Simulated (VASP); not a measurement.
# PtSe2 in VASP: a series of runs

Runs on PtSe2. Level: PBE+D3(BJ). Tasks: single point.

Program: VASP 6.6.1. These are calculated values, not measurements. Logs are shortened: lines on timing, memory, paths and dates and some standing lists are left out, and cuts for length are marked.

**1. The cell of the first run**

The cell holds a slab with vacuum, 3 atoms: a = 3.756 Å, b = 3.756 Å, c = 31.121 Å, α = 90.00°, β = 90.00°, γ = 120.00°.

**2. Single point, PBE+D3(BJ)**

File INCAR:

```
  PREC = Accurate
  ENCUT = 400
  EDIFF = 1E-6
  ISMEAR = 0
  SIGMA = 0.02
  LREAL = F
  LASPH = T
  NELM = 120
  ALGO = Normal
  ISIF = 2
  LWAVE = F
  LCHARG = F
  LDIPOL = T
  IDIPOL = 3
  DIPOL = 0.5 0.5 0.500
  GGA = PE
  IVDW = 12
  NBANDS = 18
  GGA_COMPAT = F
  NELMDL = -8
```

File KPOINTS:

```
regular mesh
0
Gamma
  9 9 1
```

File POSCAR:

```
PtSe2
1.0
    3.7560000000      0.0000000000      0.0000000000
   -1.8780000000      3.2527914166      0.0000000000
    0.0000000000      0.0000000000     31.1212903780
Se Pt
2 1
Direct
    0.6666666667      0.3333333333      0.4559626229
    0.3333333333      0.6666666667      0.5440373771
    0.0000000000      0.0000000000      0.5000000000
```

Potentials or basis: VASP PAW PBE potentials, release 64 (Se, Pt).

Launch:

```
$ cat potpaw_PBE.64/Se/POTCAR potpaw_PBE.64/Pt/POTCAR > POTCAR
$ mpirun -np 1 vasp_std > vasp.out
```

OUTCAR:

```text
PREC = Accurate
   ENCUT = 400
   EDIFF = 1E-6
   ISMEAR = 0
   LREAL = F
   LASPH = T
   NELM = 120
   ISIF = 2
   GGA = PE
   IVDW = 12
   NELMDL = -8
 IVDW          = 12

 ion  position               nearest neighbor table
   1  0.667  0.333  0.456-   3 2.57   3 2.57   3 2.57
   2  0.333  0.667  0.544-   3 2.57   3 2.57   3 2.57
   3  0.000  0.000  0.500-   1 2.57   2 2.57   2 2.57   1 2.57   1 2.57   2 2.57

  LATTYP: Found a hexagonal cell.
 ALAT       =     3.7560000000
 C/A-ratio  =     8.2857535618

  Lattice vectors:

 A1 = (   3.7560000000,   0.0000000000,   0.0000000000)
 A2 = (  -1.8780000000,   3.2527914166,   0.0000000000)
 A3 = (   0.0000000000,   0.0000000000,  31.1212903780)

Analysis of symmetry for initial positions (statically):
=====================================================================
 Subroutine PRICEL returns:
 Original cell was already a primitive cell.

 Routine SETGRP: Setting up the symmetry group for a
 hexagonal supercell.

 Subroutine GETGRP returns: Found 12 space group operations
 (whereof 12 operations were pure point group operations)
 out of a pool of 24 trial point group operations.

The static configuration has the point symmetry D_3d.

Analysis of symmetry for dynamics (positions and initial velocities):
=====================================================================
 Subroutine PRICEL returns:
 Original cell was already a primitive cell.

 Routine SETGRP: Setting up the symmetry group for a
 hexagonal supercell.

 Subroutine GETGRP returns: Found 12 space group operations
 (whereof 12 operations were pure point group operations)
 out of a pool of 24 trial point group operations.

The dynamic configuration has the point symmetry D_3d.

 Subroutine INISYM returns: Found 12 space group operations
 (whereof 12 operations are pure point group operations),
 and found     1 'primitive' translations

----------------------------------------------------------------------------------------

                                     Primitive cell

  volume of cell :     380.2239

  direct lattice vectors                    reciprocal lattice vectors
     3.756000000  0.000000000  0.000000000     0.266240682  0.153714129  0.000000000
    -1.878000000  3.252791417  0.000000000     0.000000000  0.307428258  0.000000000
     0.000000000  0.000000000 31.121290378     0.000000000  0.000000000  0.032132344

  length of vectors
     3.756000000  3.756000000 31.121290378     0.307428258  0.307428258  0.032132344

  position of ions in fractional coordinates (direct lattice)
     0.666666667  0.333333333  0.455962623
     0.333333333  0.666666667  0.544037377
     0.000000000  0.000000000  0.500000000

  ion indices of the primitive-cell ions
   primitive index   ion index
                 1           1
                 2           2
                 3           3

----------------------------------------------------------------------------------------

 KPOINTS: regular mesh

Automatic generation of k-mesh.
 Grid dimensions read from file:
 generate k-points for:    9    9    1

 Generating k-lattice:

  Cartesian coordinates                     Fractional coordinates (reciprocal lattice)
     0.029582298  0.017079348  0.000000000     0.111111111  0.000000000  0.000000000
     0.000000000  0.034158695  0.000000000     0.000000000  0.111111111  0.000000000
     0.000000000  0.000000000  0.032132344     0.000000000  0.000000000  1.000000000

  Length of vectors
     0.034158695  0.034158695  0.032132344

  Shift w.r.t. Gamma in fractional coordinates (k-lattice)
     0.000000000  0.000000000  0.000000000

 Subroutine IBZKPT returns following result:
 ===========================================

 Found     12 irreducible k-points:

 Following reciprocal coordinates:
            Coordinates               Weight
  0.000000  0.000000  0.000000      1.000000
  0.111111  0.000000  0.000000      6.000000
  0.222222 -0.000000  0.000000      6.000000
  0.333333 -0.000000  0.000000      6.000000
  0.444444 -0.000000  0.000000      6.000000
  0.111111  0.111111  0.000000      6.000000
  0.222222  0.111111  0.000000     12.000000
  0.333333  0.111111  0.000000     12.000000
  0.444444  0.111111  0.000000      6.000000
  0.222222  0.222222  0.000000      6.000000
  0.333333  0.222222  0.000000     12.000000
  0.333333  0.333333  0.000000      2.000000
   k-points           NKPTS =     12   k-points in BZ     NKDIM =     12   number of bands    NBANDS=     18
   number of dos      NEDOS =    301   number of ions     NIONS =      3
   total plane-waves  NPLWV = 164640
   dimension x,y,z NGX =    28 NGY =   28 NGZ =  210
   dimension x,y,z NGXF=    56 NGYF=   56 NGZF=  420
   ions per type =               2   1
   NGX,Y,Z   is equivalent  to a cutoff of  12.39, 12.39, 11.22 a.u.
   NGXF,Y,Z  is equivalent  to a cutoff of  24.79, 24.79, 22.44 a.u.
 SYSTEM =  unknown system
   PREC   = accura    normal or accurate (medium, high low for compatibility)
   ISTART =      0    job   : 0-new  1-cont  2-samecut
   ICHARG =      2    charge: 1-file 2-atom 10-const
   ISPIN  =      1    spin polarized calculation?
   LNONCOLLINEAR =      F non collinear calculations
   LSORBIT =      F    spin-orbit coupling
   LASPH  =      T    aspherical Exc in radial PAW
   ENCUT  =  400.0 eV  29.40 Ry    5.42 a.u.   6.13  6.13 50.75*2*pi/ulx,y,z
   NELM   =    120;   NELMIN=  2; NELMDL= -8     # of ELM steps
   EDIFF  = 0.1E-05   stopping-criterion for ELM
   LREAL  =      F    real-space projection
   EDIFFG = 0.1E-04   stopping-criterion for IOM
   NSW    =      0    number of steps for IOM
   IBRION =     -1    ionic relax: 0-MD 1-quasi-New 2-CG
   NFREE  =      0    steps in history (QN), initial steepest desc. (CG)
   ISIF   =      2    stress and relaxation
   ISYM   =      2    0-nonsym 1-usesym 2-fastsym
   POTIM  = 0.5000    time-step for ionic-motion
   TEBEG  =    0.0;   TEEND  =   0.0 temperature during run
   PSTRESS=    0.0 pullay stress
   NELECT =      22.0000    total number of electrons
   NUPDOWN=      -1.0000    fix difference up-down
   EMIN   =  10.00;   EMAX   =-10.00  energy-range for DOS
   EFERMI =   0.00;   METHOD = LEGACY
   ISMEAR =     0;   SIGMA  =   0.02  broadening in eV -4-tet -1-fermi 0-gaus
   EFERMI_NEDOS =   21; number of points for ismear=-14 and -15
   IALGO  =     38    algorithm
   IMIX   =      4    mixing-type and parameters
     AMIX     =   0.40;   BMIX     =  1.00
     AMIX_MAG =   1.60;   BMIX_MAG =  1.00
  volume/ion in A,a.u.               =     126.74       855.29
  Fermi-wavevector in a.u.,A,eV,Ry     =   0.633193  1.196561  5.455025  0.400933
  Thomas-Fermi vector in A             =   1.696766
   LORBIT       =      0    0 simple, 1 ext, 2 COOP (PROOUT), +10 PAW based schemes
   GGA     = PE    functional components
   LHFCALC =     F    Hartree Fock is set to
   AEXX    =    0.0000 exact exchange contribution
   IVDW    =    12    specifies the selected vdW correction
   LEPSILON=     F    determine dielectric tensor
   LRPA    =     F    only Hartree local field effects (RPA)
 non-spin polarized calculation
 Gauss-broadening in eV      SIGMA  =   0.02
  energy-cutoff  :      400.00
  volume of cell :      380.22
 maximum number of plane-waves:      6954
 NGX is ok and might be reduce to    28
   NGX = 13   NGY = 13   NGZ =101

 dipolmoment           0.000000      0.000000      0.000000 electrons x Angstroem

 number of electron      22.0000000 magnetization

 dipolmoment           0.000000      0.000000     -0.000000 electrons x Angstroem

 Free energy of the ion-electron system (eV)
  ---------------------------------------------------
  ext. energy  EPLUGINS =         0.00000000
  ---------------------------------------------------
  free energy    TOTEN  =       -14.24713388 eV

  energy without entropy =      -14.24713388  energy(sigma->0) =      -14.24713388

 E-fermi :  -3.7626     XC(G=0):  -2.1883

 val. band max:       -3.8735515565   @ k =   0.0000   0.0000   0.0000
 cond. band min:      -2.6319737880   @ k =   0.2222  -0.0000   0.0000
 fundamental gap:      1.2415777685
 Fermi energy:        -3.7625522578

 k-point     1 :       0.0000    0.0000    0.0000
  band No.  band energies     occupation
      1     -17.5628      2.00000
      2     -16.0713      2.00000
      3      -8.7776      2.00000
      4      -8.5811      2.00000
      5      -8.5811      2.00000
      6      -6.5408      2.00000
[... 10 lines left out ...]
     17       1.7394      0.00000
     18       2.0839      0.00000

 k-point     2 :       0.1111    0.0000    0.0000
  band No.  band energies     occupation
      1     -17.4430      2.00000
      2     -16.0690      2.00000
      3      -8.6593      2.00000
      4      -8.6061      2.00000
      5      -8.5125      2.00000
      6      -6.7285      2.00000
[... 10 lines left out ...]
     17       2.2493      0.00000
     18       2.2855      0.00000

 k-point     3 :       0.2222   -0.0000    0.0000
  band No.  band energies     occupation
      1     -17.1135      2.00000
      2     -16.0660      2.00000
      3      -8.6595      2.00000
      4      -8.3579      2.00000
      5      -8.3210      2.00000
      6      -7.4129      2.00000
[... 10 lines left out ...]
     17       2.5048      0.00000
     18       2.7755      0.00000

 k-point     4 :       0.3333   -0.0000    0.0000
  band No.  band energies     occupation
      1     -16.6760      2.00000
      2     -16.0704      2.00000
      3      -8.9475      2.00000
      4      -8.2511      2.00000
      5      -8.2352      2.00000
      6      -7.5411      2.00000
[... 123 lines left out ...]
      4      -8.4096      2.00000
      5      -7.9943      2.00000
      6      -7.4579      2.00000
[... 10 lines left out ...]
     17       3.9182      0.00000
     18       3.9897      0.00000

 k-point    11 :       0.3333    0.2222    0.0000
  band No.  band energies     occupation
      1     -16.1872      2.00000
      2     -16.0837      2.00000
      3      -9.1390      2.00000
      4      -8.4177      2.00000
      5      -7.9336      2.00000
      6      -7.3377      2.00000
[... 10 lines left out ...]
     17       4.4962      0.00000
     18       4.9554      0.00000

 k-point    12 :       0.3333    0.3333    0.0000
  band No.  band energies     occupation
      1     -16.0874      2.00000
      2     -16.0874      2.00000
      3      -8.8523      2.00000
      4      -8.4464      2.00000
      5      -8.4464      2.00000
      6      -7.1892      2.00000
[... 10 lines left out ...]
     17       4.8207      0.00000
     18       5.0266      0.00000

------------------------ aborting loop because EDIFF is reached ----------------------------------------

 vacuum level on the upper side and lower side of the slab       (xc-potential included)        -0.010        -0.010

 Edisp (eV)   -0.86484

 E8    (eV) :    -0.3975

  FORCE on cell =-STRESS in cart. coord.  units (eV):
  Direction    XX          YY          ZZ          XY          YZ          ZX
  --------------------------------------------------------------------------------------
  -------------------------------------------------------------------------------------
  Total      -2.49037    -2.49037    -2.17165    -0.00000     0.00000    -0.00000
  in kB     -10.49387   -10.49387    -9.15086    -0.00000     0.00000    -0.00000
  external pressure =      -10.05 kB  Pullay stress =        0.00 kB

 VOLUME and BASIS-vectors are now :
 -----------------------------------------------------------------------------
  energy-cutoff  :      400.00
  volume of cell :      380.22
      direct lattice vectors                 reciprocal lattice vectors
     3.756000000  0.000000000  0.000000000     0.266240682  0.153714129  0.000000000
    -1.878000000  3.252791417  0.000000000     0.000000000  0.307428258  0.000000000
     0.000000000  0.000000000 31.121290378     0.000000000  0.000000000  0.032132344

 POSITION                                       TOTAL-FORCE (eV/Angst)
 -----------------------------------------------------------------------------------
      1.87800      1.08426     14.19015         0.000000      0.000000      0.782127
     -0.00000      2.16853     16.93115        -0.000000     -0.000000     -0.782127
      0.00000      0.00000     15.56065         0.000000      0.000000      0.000000
 -----------------------------------------------------------------------------------
    total drift:                               -0.000000      0.000000      0.000000

  FREE ENERGIE OF THE ION-ELECTRON SYSTEM (eV)
  ---------------------------------------------------
  free  energy   TOTEN  =       -15.1119762266 eV

  energy  without entropy=      -15.1119762266  energy(sigma->0) =      -15.11197623

 vacuum level on the upper side and lower side of the slab         1.758         1.758
```

It took 3.7 min on 1 thread of Intel Xeon 8259CL, shared host; peak memory 0.45 GiB.

What came out:

- Free energy: -15.1120 eV
- Largest force: 0.782 eV/Å
- Band gap on the k mesh: 1.24 eV (least direct gap 1.45 eV)
- Dispersion energy per atom: -0.288 eV

Forces in eV/Å, atoms in the order of the input:
```
Se   0.000  0.000  0.782
Se   0.000  0.000 -0.782
Pt   0.000  0.000  0.000
```

Caveat: spin-orbit coupling is left out, which moves the levels of the heavy elements.

**3. Single point, PBE+D3(BJ)**

This run uses another cell than the first one.

File INCAR:

```
SYSTEM = PtSe2
PREC = Accurate
ENCUT = 400
EDIFF = 1E-6
ISMEAR = 0
SIGMA = 0.02
LREAL = .FALSE.
LASPH = .TRUE.
NELM = 120
ALGO = Normal
ISIF = 2
LWAVE = .FALSE.
LCHARG = .TRUE.
LDIPOL = .TRUE.
IDIPOL = 3
DIPOL = 0.5 0.5 0.500
GGA = PE
IVDW = 12
LELF = .TRUE.
LVHAR = .TRUE.
LVACPOTAV = .TRUE.
NBANDS = 18
GGA_COMPAT = .FALSE.
NELMDL = -8
```

File KPOINTS:

```
Automatic mesh
0
G
  9 9 1
  0 0 0
```

File POSCAR:

```
PtSe2
1.0
    3.8060000000      0.0000000000      0.0000000000
   -1.9030000000      3.2960926868      0.0000000000
    0.0000000000      0.0000000000     31.1212903780
Se Pt
2 1
Direct
    0.6666666667      0.3333333333      0.4596578424
    0.3333333333      0.6666666667      0.5403421576
    0.0000000000      0.0000000000      0.5000000000
```

Potentials or basis: VASP PAW PBE potentials, release 64 (Se, Pt).

Launch:

```
$ cat potpaw_PBE.64/Se/POTCAR potpaw_PBE.64/Pt/POTCAR > POTCAR
$ mpirun -np 1 vasp_std > vasp.out
```

OUTCAR:

```text
SYSTEM = PtSe2
   PREC = Accurate
   ENCUT = 400
   EDIFF = 1E-6
   ISMEAR = 0
   LREAL = .FALSE.
   LASPH = .TRUE.
   NELM = 120
   ISIF = 2
   GGA = PE
   IVDW = 12
   NELMDL = -8
 IVDW          = 12

 ion  position               nearest neighbor table
   1  0.667  0.333  0.460-   3 2.53   3 2.53   3 2.53
   2  0.333  0.667  0.540-   3 2.53   3 2.53   3 2.53
   3  0.000  0.000  0.500-   1 2.53   2 2.53   2 2.53   1 2.53   1 2.53   2 2.53

  LATTYP: Found a hexagonal cell.
 ALAT       =     3.8060000000
 C/A-ratio  =     8.1769023589

  Lattice vectors:

 A1 = (   3.8060000000,   0.0000000000,   0.0000000000)
 A2 = (  -1.9030000000,   3.2960926868,   0.0000000000)
 A3 = (   0.0000000000,   0.0000000000,  31.1212903780)

Analysis of symmetry for initial positions (statically):
=====================================================================
 Subroutine PRICEL returns:
 Original cell was already a primitive cell.

 Routine SETGRP: Setting up the symmetry group for a
 hexagonal supercell.

 Subroutine GETGRP returns: Found 12 space group operations
 (whereof 12 operations were pure point group operations)
 out of a pool of 24 trial point group operations.

The static configuration has the point symmetry D_3d.

Analysis of symmetry for dynamics (positions and initial velocities):
=====================================================================
 Subroutine PRICEL returns:
 Original cell was already a primitive cell.

 Routine SETGRP: Setting up the symmetry group for a
 hexagonal supercell.

 Subroutine GETGRP returns: Found 12 space group operations
 (whereof 12 operations were pure point group operations)
 out of a pool of 24 trial point group operations.

The dynamic configuration has the point symmetry D_3d.

 Subroutine INISYM returns: Found 12 space group operations
 (whereof 12 operations are pure point group operations),
 and found     1 'primitive' translations

[... 108 lines left out ...]
   GGA     = PE    functional components
   LHFCALC =     F    Hartree Fock is set to
   AEXX    =    0.0000 exact exchange contribution
   IVDW    =    12    specifies the selected vdW correction
   LEPSILON=     F    determine dielectric tensor
   LRPA    =     F    only Hartree local field effects (RPA)
 non-spin polarized calculation
 Gauss-broadening in eV      SIGMA  =   0.02
  energy-cutoff  :      400.00
  volume of cell :      390.41
 maximum number of plane-waves:      7116
 NGX is ok and might be reduce to    28
   NGX = 13   NGY = 13   NGZ =101

 number of electron      22.0000006 magnetization

 dipolmoment           0.000000      0.000000     -0.000000 electrons x Angstroem

 Free energy of the ion-electron system (eV)
  ---------------------------------------------------
  ext. energy  EPLUGINS =         0.00000000
  ---------------------------------------------------
  free energy    TOTEN  =       -14.27465812 eV

  energy without entropy =      -14.27465812  energy(sigma->0) =      -14.27465812

 E-fermi :  -3.8954     XC(G=0):  -2.1220

 val. band max:       -3.9851014401   @ k =   0.1111   0.1111   0.0000
 cond. band min:      -2.6766181185   @ k =   0.2222   0.0000   0.0000
 fundamental gap:      1.3084833217
 Fermi energy:        -3.8953978726

 k-point     1 :       0.0000    0.0000    0.0000
  band No.  band energies     occupation
      1     -17.9513      2.00000
      2     -16.0425      2.00000
      3      -9.1447      2.00000
      4      -9.1447      2.00000
      5      -8.8444      2.00000
      6      -6.7966      2.00000
[... 229 lines left out ...]
      5      -8.7631      2.00000
      6      -7.3582      2.00000
[... 10 lines left out ...]
     17       4.6187      0.00000
     18       4.6772      0.00000

------------------------ aborting loop because EDIFF is reached ----------------------------------------

 vacuum level on the upper side and lower side of the slab       (xc-potential included)        -0.146        -0.146

 Edisp (eV)   -0.85737

 E8    (eV) :    -0.3942

  FORCE on cell =-STRESS in cart. coord.  units (eV):
  Direction    XX          YY          ZZ          XY          YZ          ZX
  --------------------------------------------------------------------------------------
  -------------------------------------------------------------------------------------
  Total      -1.51394    -1.51394     0.37994     0.00000    -0.00000     0.00000
  in kB      -6.21287    -6.21287     1.55919     0.00000    -0.00000     0.00000
  external pressure =       -3.62 kB  Pullay stress =        0.00 kB

 VOLUME and BASIS-vectors are now :
 -----------------------------------------------------------------------------
  energy-cutoff  :      400.00
  volume of cell :      390.41
      direct lattice vectors                 reciprocal lattice vectors
     3.806000000  0.000000000  0.000000000     0.262743037  0.151694763  0.000000000
    -1.903000000  3.296092687  0.000000000     0.000000000  0.303389527  0.000000000
     0.000000000  0.000000000 31.121290378     0.000000000  0.000000000  0.032132344

 POSITION                                       TOTAL-FORCE (eV/Angst)
 -----------------------------------------------------------------------------------
      1.90300      1.09870     14.30515        -0.000000     -0.000000     -0.162592
     -0.00000      2.19740     16.81615         0.000000      0.000000      0.162592
      0.00000      0.00000     15.56065         0.000000      0.000000      0.000000
 -----------------------------------------------------------------------------------
    total drift:                               -0.000000     -0.000000      0.000000

  FREE ENERGIE OF THE ION-ELECTRON SYSTEM (eV)
  ---------------------------------------------------
  free  energy   TOTEN  =       -15.1320299176 eV

  energy  without entropy=      -15.1320299176  energy(sigma->0) =      -15.13202992

 vacuum level on the upper side and lower side of the slab         1.736         1.736
```

It took 3.9 min on 1 thread of Intel Xeon 8259CL, shared host; peak memory 0.44 GiB.

Results:

| Item | Value |
| --- | --- |
| Free energy | -15.1320 eV |
| Largest force | 0.163 eV/Å |
| Band gap on the k mesh | 1.31 eV (least direct gap 1.32 eV) |
| Dispersion energy per atom | -0.286 eV |
| Ionisation potential of the upper face | 5.72 eV |

Forces on the atoms (eV/Å):
```
Se   0.000  0.000 -0.163
Se   0.000  0.000  0.163
Pt   0.000  0.000  0.000
```

Caveat: spin-orbit coupling is left out, which moves the levels of the heavy elements.
